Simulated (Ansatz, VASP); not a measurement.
# LiSb2 in VASP and in Ansatz

```xyz
3
Lattice="-2.3795 3.7852 3.8711 2.3795 -3.7852 3.8711 2.3795 3.7852 -3.8711" Properties=species:S:1:pos:R:3 pbc="T T T"
Li    0.0000    3.7852    0.0000
Sb    2.3795    0.0000    2.2794
Sb    0.0000    3.7852    1.5917
```

Alike in both runs: task single point; functional PBE; k mesh 4 × 4 × 4; occupations gaussian, width 0.1 eV; no spin polarisation.

```csv
,VASP,Ansatz
version,VASP 6.6.1,Ansatz 0.2.0
potentials or method,"VASP PAW PBE potentials, release 64 (Li_sv, Sb), cutoff 520 eV","scalar-relativistic, plane waves, PAW"
valence electrons in the cell,13,33
```

```csv
,VASP,Ansatz,Ansatz less VASP
gap on the k mesh at the Fermi level (eV),none,none,-
rms of the force components (eV/Å),7.560,7.915,+0.3550
```

Atom by atom the forces differ by 0.355 eV/Å (rms over components). A gap of «none» marks a metal or a gap that the smearing closes. VASP's potentials hold 13 valence electrons a cell and Ansatz's 33, so a difference there can come from the potentials and not from the codes.

The k mesh is coarse, so the values compare programs but aren't converged. Neither program's run includes spin-orbit coupling. Noted on VASP's run: the cutoff is under 1.25 times that of the potentials, so the pressure is a little rough.
